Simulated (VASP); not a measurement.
# MoS2 (P-3m1) in VASP: a series of runs, part 2 of 3

VASP 6.6.1. The steps go on from the part before.

## 3. Single point, r2SCAN+D4

POSCAR

```
MoS2
1.0
    3.2274650000      0.0000000000      0.0000000000
   -1.6137320000      2.7950660000      0.0000000000
    0.0000000000      0.0000000000      6.3124730000
Mo S
1 2
Direct
    0.0000000000      0.0000000000      0.5000000000
    0.3333333333      0.6666666667      0.2553190000
    0.6666666667      0.3333333333      0.7446810000
```

INCAR.step1

```
ALGO = Normal ; EDIFF = 1E-4
ENCUT = 520 ; GGA = PE
ISMEAR = 1 ; LASPH = True
LCHARG = False ; LREAL = False
LWAVE = True ; NBANDS = 20
NELM = 80 ; PREC = Accurate
SIGMA = 0.15
```

INCAR.step2

```
ALGO = Normal ; EDIFF = 1E-7
ENCUT = 520 ; ISIF = 2
ISMEAR = 1 ; ISTART = 1
IVDW = 13 ; LASPH = True
LCHARG = False ; LMIXTAU = True
LREAL = False ; LWAVE = False
METAGGA = R2SCAN ; NBANDS = 20
NELM = 80 ; PREC = Accurate
SIGMA = 0.15 ; VDW_A1 = 0.51559235
VDW_A2 = 5.77342911 ; VDW_S6 = 1.0
VDW_S8 = 0.6018749
```

KPOINTS

```
k-points
0
Gamma
  11 11 5
```

Potentials or basis: VASP PAW PBE potentials, release 64 (Mo_sv, S).

The run is started by

```
> cat potpaw_PBE.64/Mo_sv/POTCAR potpaw_PBE.64/S/POTCAR > POTCAR
> cp INCAR.step1 INCAR
> mpirun -np 1 vasp_std > vasp.out
> cp INCAR.step2 INCAR
> mpirun -np 1 vasp_std > vasp.out
```

It took 2.3 min on 1 thread of Intel Xeon Platinum 8488C (Sapphire Rapids), shared host; peak memory 0.22 GiB.

Results (log left out):

- Free energy: -44.5913 eV
- Pressure: -1.0 GPa
- Largest force: 0.051 eV/Å
- Band gap on the k mesh: zero (band 13 reaches 7.19 eV, above the bottom of band 14 at 6.35 eV)
- Dispersion energy per atom: -0.147 eV

Forces on the atoms (eV/Å):
```
Mo   0.000  0.000  0.000
S    0.000  0.000 -0.051
S    0.000  0.000  0.051
```

Levels at points of the mesh, in eV from the Fermi level:
| k point | band 10 | band 11 | band 12 | band 13 | band 14 | band 15 | band 16 | band 17 |
| --- | --- | --- | --- | --- | --- | --- | --- | --- |
| (0.00, 0.00, 0.00) | -2.09 | -1.14 | -1.07 | -1.07 | -0.49 | -0.49 | 3.28 | 3.28 |

Caveat: the PAW data sets were made with another functional, which shifts forces and pressure a little.

## 4. Single point, r2SCAN+D4

POSCAR is that of step 3.

INCAR.step1

```
  PREC = Accurate
  ENCUT = 520
  ISMEAR = 1
  SIGMA = 0.1
  LREAL = F
  LASPH = T
  NELM = 100
  NBANDS = 20
  GGA = PE
  ALGO = Normal
  EDIFF = 1E-4
  LWAVE = T
  LCHARG = F
```

INCAR.step2

```
  PREC = Accurate
  ENCUT = 520
  EDIFF = 1E-6
  ISMEAR = 1
  SIGMA = 0.1
  LREAL = F
  LASPH = T
  NELM = 100
  ALGO = Normal
  ISIF = 2
  LWAVE = F
  LCHARG = F
  METAGGA = R2SCAN
  LMIXTAU = T
  IVDW = 13
  VDW_S6 = 1.0
  VDW_S8 = 0.6018749
  VDW_A1 = 0.51559235
  VDW_A2 = 5.77342911
  NBANDS = 20
  ISTART = 1
```

KPOINTS

```
Automatic mesh
0
Gamma
  11 11 5
```

Potentials or basis: VASP PAW PBE potentials, release 64 (Mo_sv, S).

The run is started by

```
> cat potpaw_PBE.64/Mo_sv/POTCAR potpaw_PBE.64/S/POTCAR > POTCAR
> cp INCAR.step1 INCAR
> mpirun -np 1 vasp_std > vasp.out
> cp INCAR.step2 INCAR
> mpirun -np 1 vasp_std > vasp.out
```

OUTCAR:

```text
PREC = Accurate
   ENCUT = 520
   EDIFF = 1E-6
   ISMEAR = 1
   LREAL = F
   LASPH = T
   NELM = 100
   ISIF = 2
   METAGGA = R2SCAN
   IVDW = 13
   ISTART = 1

 ion  position               nearest neighbor table
   1  0.000  0.000  0.500-   2 2.42   3 2.42   3 2.42   2 2.42   3 2.42   2 2.42
   2  0.333  0.667  0.255-   1 2.42   1 2.42   1 2.42
   3  0.667  0.333  0.745-   1 2.42   1 2.42   1 2.42

  LATTYP: Found a hexagonal cell.
 ALAT       =     3.2274650000
 C/A-ratio  =     1.9558610241

  Lattice vectors:

 A1 = (   3.2274650000,   0.0000000000,   0.0000000000)
 A2 = (  -1.6137320000,   2.7950660000,   0.0000000000)
 A3 = (   0.0000000000,   0.0000000000,   6.3124730000)

Analysis of symmetry for initial positions (statically):
=====================================================================
 Subroutine PRICEL returns:
 Original cell was already a primitive cell.

 Routine SETGRP: Setting up the symmetry group for a
 hexagonal supercell.

 Subroutine GETGRP returns: Found 12 space group operations
 (whereof 12 operations were pure point group operations)
 out of a pool of 24 trial point group operations.

The static configuration has the point symmetry D_3d.

Analysis of symmetry for dynamics (positions and initial velocities):
=====================================================================
 Subroutine PRICEL returns:
 Original cell was already a primitive cell.

 Routine SETGRP: Setting up the symmetry group for a
 hexagonal supercell.

 Subroutine GETGRP returns: Found 12 space group operations
 (whereof 12 operations were pure point group operations)
 out of a pool of 24 trial point group operations.

The dynamic configuration has the point symmetry D_3d.

 Subroutine INISYM returns: Found 12 space group operations
 (whereof 12 operations are pure point group operations),
 and found     1 'primitive' translations

[... 113 lines left out ...]
   IALGO  =     38    algorithm
   IMIX   =      4    mixing-type and parameters
     AMIX     =   0.40;   BMIX     =  1.00
     AMIX_MAG =   1.60;   BMIX_MAG =  1.00
  volume/ion in A,a.u.               =      18.98       128.09
  Fermi-wavevector in a.u.,A,eV,Ry     =   1.260612  2.382212 21.621611  1.589144
  Thomas-Fermi vector in A             =   2.394113
   LORBIT       =      0    0 simple, 1 ext, 2 COOP (PROOUT), +10 PAW based schemes
   METAGGA = R2SCAN    functional components
   LHFCALC =     F    Hartree Fock is set to
   AEXX    =    0.0000 exact exchange contribution
   IVDW    =    13    specifies the selected vdW correction
   LEPSILON=     F    determine dielectric tensor
   LRPA    =     F    only Hartree local field effects (RPA)
 non-spin polarized calculation
 Methfessel and Paxton  Order N= 1 SIGMA  =   0.10
  energy-cutoff  :      520.00
  volume of cell :       56.94
 maximum number of plane-waves:      1557
   NGX = 13   NGY = 13   NGZ = 23

 number of electron      26.0000001 magnetization

 Free energy of the ion-electron system (eV)
  ---------------------------------------------------
  ext. energy  EPLUGINS =         0.00000000
  ---------------------------------------------------
  free energy    TOTEN  =       -44.15050375 eV

  energy without entropy =      -44.14855849  energy(sigma->0) =      -44.14985533

 E-fermi :   6.8998     XC(G=0): -11.0985

 val. band max:        6.8974049430   @ k =   0.0909  -0.0000   0.4000
 cond. band min:       6.9074122319   @ k =   0.0909  -0.0000   0.2000
 fundamental gap:      0.0100072889
 Fermi energy:         6.8998319729

 k-point     1 :       0.0000    0.0000    0.0000
  band No.  band energies     occupation
      1     -56.9745      2.00000
      2     -30.2756      2.00000
      3     -30.2445      2.00000
      4     -30.2445      2.00000
      5      -8.7260      2.00000
      6      -7.2185      2.00000
[... 541 lines left out ...]
     19      13.8116      0.00000
     20      16.4666      0.00000

 [... further k-points ...]

------------------------ aborting loop because EDIFF is reached ----------------------------------------

  DFT-D4 for vdW energy calculation

  Edisp (eV):   -0.44002

  FORCE on cell =-STRESS in cart. coord.  units (eV):
  Direction    XX          YY          ZZ          XY          YZ          ZX
  --------------------------------------------------------------------------------------
  -------------------------------------------------------------------------------------
  Total      -0.35092    -0.35092    -0.34258    -0.00000     0.00000     0.00000
  in kB      -9.87348    -9.87347    -9.63878    -0.00000     0.00000     0.00000
  external pressure =       -9.80 kB  Pullay stress =        0.00 kB

 VOLUME and BASIS-vectors are now :
 -----------------------------------------------------------------------------
  energy-cutoff  :      520.00
  volume of cell :       56.94
      direct lattice vectors                 reciprocal lattice vectors
     3.227465000  0.000000000  0.000000000     0.309840695  0.178886597  0.000000000
    -1.613732000  2.795066000  0.000000000     0.000000000  0.357773305  0.000000000
     0.000000000  0.000000000  6.312473000     0.000000000  0.000000000  0.158416519

 POSITION                                       TOTAL-FORCE (eV/Angst)
 -----------------------------------------------------------------------------------
      0.00000      0.00000      3.15624         0.000000      0.000000      0.000000
      0.00000      1.86338      1.61169         0.000000     -0.000000     -0.053831
      1.61373      0.93169      4.70078        -0.000000      0.000000      0.053831
 -----------------------------------------------------------------------------------
    total drift:                                0.000000      0.000000      0.000000

  FREE ENERGIE OF THE ION-ELECTRON SYSTEM (eV)
  ---------------------------------------------------
  free  energy   TOTEN  =       -44.5905264762 eV

  energy  without entropy=      -44.5885812188  energy(sigma->0) =      -44.58987806
```

Wall time 2 min (1 thread of Intel Xeon Platinum 8488C (Sapphire Rapids), shared host); peak memory 0.21 GiB.

What came out:

| Property | Result |
| --- | --- |
| Free energy | -44.5905 eV |
| Pressure | -1.0 GPa |
| Largest force | 0.054 eV/Å |
| Band gap on the k mesh | zero (band 13 reaches 7.19 eV, above the bottom of band 14 at 6.35 eV) |
| Dispersion energy per atom | -0.147 eV |

Forces in eV/Å, atoms in the order of the input:
```
Mo   0.000  0.000  0.000
S    0.000  0.000 -0.054
S    0.000  0.000  0.054
```

Caveat: the PAW data sets were made with another functional, which shifts forces and pressure a little.

(Part 2 of 3 ends here.)
